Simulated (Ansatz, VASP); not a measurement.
# One calculation of SiGe2, two programs

Contents of INCAR:

```
PREC = Accurate
ENCUT = 520
EDIFF = 1E-6
ISMEAR = -1
SIGMA = 0.02
LREAL = False
LASPH = True
NELM = 80
ALGO = Normal
ISIF = 2
LWAVE = False
LCHARG = False
GGA = PE
NBANDS = 41
```

KPOINTS

```
Automatic mesh
0
Gamma
  12 12 4
```

Contents of POSCAR:

```
SiGe2
1.0
    3.9537998196      0.0000000000      0.0000000000
   -1.9768999098      3.4240910852      0.0000000000
    0.0000000000      0.0000000000      9.6563533261
Si Ge
2 4
Direct
    0.3333333333      0.6666666667      0.7083000368
    0.6666666667      0.3333333333      0.2916999632
    0.0000000000      0.0000000000      0.3724908059
    0.6666666667      0.3333333333      0.0437517615
    0.0000000000      0.0000000000      0.6275091941
    0.3333333333      0.6666666667      0.9562482385
```

Input for Ansatz:

```yaml
crystal:
  lattice:
    - [3.9537998196, 0.0, 0.0]
    - [-1.9768999098, 3.4240910852, 0.0]
    - [0.0, 0.0, 9.6563533261]
  atoms:
    - { symbol: Si, position: [0.3333333333, 0.6666666667, 0.7083000368] }
    - { symbol: Ge, position: [0.0, 0.0, 0.3724908059] }
    - { symbol: Ge, position: [0.6666666667, 0.3333333333, 0.0437517615] }
    - { symbol: Ge, position: [0.0, 0.0, 0.6275091941] }
    - { symbol: Si, position: [0.6666666667, 0.3333333333, 0.2916999632] }
    - { symbol: Ge, position: [0.3333333333, 0.6666666667, 0.9562482385] }
kpoints:
  mp_grid: { grid: [12, 12, 4] }
  band_path:
    path:
      - [[0.0, 0.0, 0.0], [0.5, -1.096084461241e-19, -1.257435075754e-18], [0.3333333333333, 0.3333333333333, -2.098050825001e-29], [0.0, 0.0, 0.0], [3.787478113702e-35, 7.096941152563e-36, 0.5], [0.5, 4.826641500356e-20, 0.5], [0.3333333333333, 0.3333333333333, 0.5], [3.787478113702e-35, 7.096941152563e-36, 0.5]]
      - [[0.5, 4.826641500356e-20, 0.5], [0.5, -1.096084461241e-19, -1.257435075754e-18]]
      - [[0.3333333333333, 0.3333333333333, 0.5], [0.3333333333333, 0.3333333333333, -2.098050825001e-29]]
    npoints: 10
hamiltonian:
  xc: pbe
scf:
  occupations: { method: fermi_dirac, width: 0.02 }
  n_extra_bands: 5
output:
  forces: true
  stress: true
  eigenvalues: true
```

Alike in both runs: task single point; functional PBE; k mesh 12 × 12 × 4; occupations fermi-dirac, width 0.02 eV; no spin polarisation.

|  | VASP | Ansatz |
| --- | --- | --- |
| version | VASP 6.6.1 | Ansatz 0.2.0 |
| potentials or method | VASP PAW PBE potentials, release 64 (Si, Ge_d) | plane waves, PAW |
| plane-wave cutoff (eV) | 520 | 420 |
| valence electrons in the cell | 64 | 64 |

VASP gave:

| Item | Value |
| --- | --- |
| pressure (GPa) | 2.5 |
| rms of the force components (eV/Å) | 0.025 |

Q: Estimate Ansatz's values.

A: Pressure (GPa): 2.6; rms of the force components (eV/Å): 0.022.
